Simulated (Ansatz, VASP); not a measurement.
Ag: VASP beside Ansatz

File INCAR:

```
  ALGO = Normal
  EDIFF = 1E-6
  ENCUT = 500
  GGA = PE
  GGA_COMPAT = F
  ISIF = 2
  ISMEAR = -4
  LASPH = T
  LCHARG = F
  LREAL = F
  LWAVE = F
  NBANDS = 18
  NELM = 120
  PREC = Accurate
  SIGMA = 0.1
```

The input KPOINTS:

```
k-points
0
Gamma
  6 6 4
```

Contents of POSCAR:

```
Ag
1.0
    2.9222991408      0.0000000000      0.0000000000
   -1.4611495704      2.5307852934      0.0000000000
    0.0000000000      0.0000000000      4.7016618100
Ag
2
Direct
    0.3333333333      0.6666666667      0.2500000000
    0.6666666667      0.3333333333      0.7500000000
```

Input for Ansatz:

```yaml
crystal:
  lattice:
    - [2.9222991408, 0.0, 0.0]
    - [-1.4611495704, 2.5307852934, 0.0]
    - [0.0, 0.0, 4.70166181]
  atoms:
    - { symbol: Ag, position: [0.3333333333, 0.6666666667, 0.25] }
    - { symbol: Ag, position: [0.6666666667, 0.3333333333, 0.75] }
basis:
  ecutwfc: 420
kpoints:
  mp_grid: { grid: [6, 6, 4] }
hamiltonian:
  xc: pbe
scf:
  occupations: { method: tetrahedron_uncorrected }
  mixing: { ndim: 3, q_tf: 0.43 }
  max_iter: 79
output:
  forces: true
  stress: true
  eigenvalues: true
```

Alike in both runs: task single point; functional PBE; k mesh 6 × 6 × 4; no spin polarisation.

|  | VASP | Ansatz |
| --- | --- | --- |
| version | VASP 6.6.1 | Ansatz 0.2.0 |
| potentials or method | VASP PAW PBE potentials, release 64 (Ag), cutoff 500 eV | scalar-relativistic, plane waves, PAW |
| occupations | tetrahedron | tetrahedron-uncorrected |
| valence electrons in the cell | 22 | 38 |

VASP gave:

- gap on the k mesh at the Fermi level (eV): none
- pressure (GPa): 3.5
- traceless stress, the component that is largest in VASP (GPa): -0.27

Problem. Estimate Ansatz's values.

Solution. gap on the k mesh at the Fermi level (eV): none; pressure (GPa): 3.6; traceless stress, the component that is largest in VASP (GPa): -0.34.

A gap of «none» marks a metal or a gap that the smearing closes. VASP's potentials hold 22 valence electrons a cell and Ansatz's 38, so a difference there can come from the potentials and not from the codes. Ansatz's warnings: band table not solved further.

The k mesh is coarse, so the values compare programs but aren't converged.
